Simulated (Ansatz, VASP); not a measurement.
**C: VASP beside Ansatz**

```
C
1.0
     0.00000    2.30078    2.32649
     1.88128    0.00000    2.32649
     1.88128    2.30078    0.00000
C
3
Direct
  0.25000 0.25000 0.25000
  0.75000 0.75000 0.75000
  0.50000 0.50000 0.50000
```

Alike in both runs: task relaxation of cell and atoms; functional PBE; k mesh 8 × 8 × 8; occupations gaussian, width 0.1 eV; no spin polarisation.

```csv
,VASP,Ansatz
version,VASP 6.6.1,Ansatz 0.2.0
potentials or method,"VASP PAW PBE potentials, release 64 (C), cutoff 600 eV","scalar-relativistic, plane waves, PAW"
valence electrons in the cell,12,12
```

```tsv
	VASP	Ansatz	Ansatz less VASP
gap on the k mesh at the Fermi level, each at its own relaxed structure (eV)	none	none	-
relaxed volume (Å³/atom)	8.39	8.95	+0.554
relaxed cell length with the largest relative difference (Å)	4.383	4.530	+0.1467
```

A gap of «none» marks a metal or a gap that the smearing closes. One of these differences is far larger than is usual between the two programs; its cause wasn't traced.

Noted on VASP's run: the volume moved by over 15 % at a fixed basis, so the end points are rough.
